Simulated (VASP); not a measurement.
P:

```
P
1.0
     0.00000    1.95743    1.95743
     1.95743    0.00000    1.95743
     1.95743    1.95743    0.00000
P
1
Direct
  0.00000 0.00000 0.00000
```

This isn't the form of P at room conditions, which is orthorhombic.

| Item | Value |
| --- | --- |
| Program | VASP 6.6.1 |
| Task | relaxation of cell and atoms |
| Functional | PBE |
| Potentials or basis | VASP PAW PBE potentials, release 64 (P) |
| Cutoff | 600 eV |
| k mesh | 17 × 17 × 17 |
| Occupations | fermi-dirac, width 0.1 eV |
| Spin | no spin polarisation |

At the start: pressure -2.7 GPa; volume 15.00 Å³/atom.

Question: How do energy, volume and symmetry change on relaxing?

Answer: Over 3 steps the energy falls by 4.1 meV/atom and the volume is 14.52 Å³/atom (-3.2 %); space group Fm-3m (No. 225, to 0.1 Å) before and after.

Step by step:
| step | energy change (eV) | largest force (eV/Å) | pressure (GPa) | volume (Å³) |
| --- | --- | --- | --- | --- |
| 1 | 0.0000 | 0.0000 | -2.66 | 15.00 |
| 2 | -0.0041 | 0.0000 | 0.30 | 14.47 |
| 3 | -0.0041 | 0.0000 | 0.00 | 14.52 |

Final structure:
```cif
data_structure
_symmetry_space_group_name_H-M 'P 1'
_symmetry_Int_Tables_number 1
_cell_length_a 2.7381
_cell_length_b 2.7381
_cell_length_c 2.7381
_cell_angle_alpha 60.000
_cell_angle_beta 60.000
_cell_angle_gamma 60.000
_cell_volume 14.52
loop_
_atom_site_label
_atom_site_type_symbol
_atom_site_fract_x
_atom_site_fract_y
_atom_site_fract_z
_atom_site_occupancy
P1 P 0.00000 0.00000 0.00000 1
```
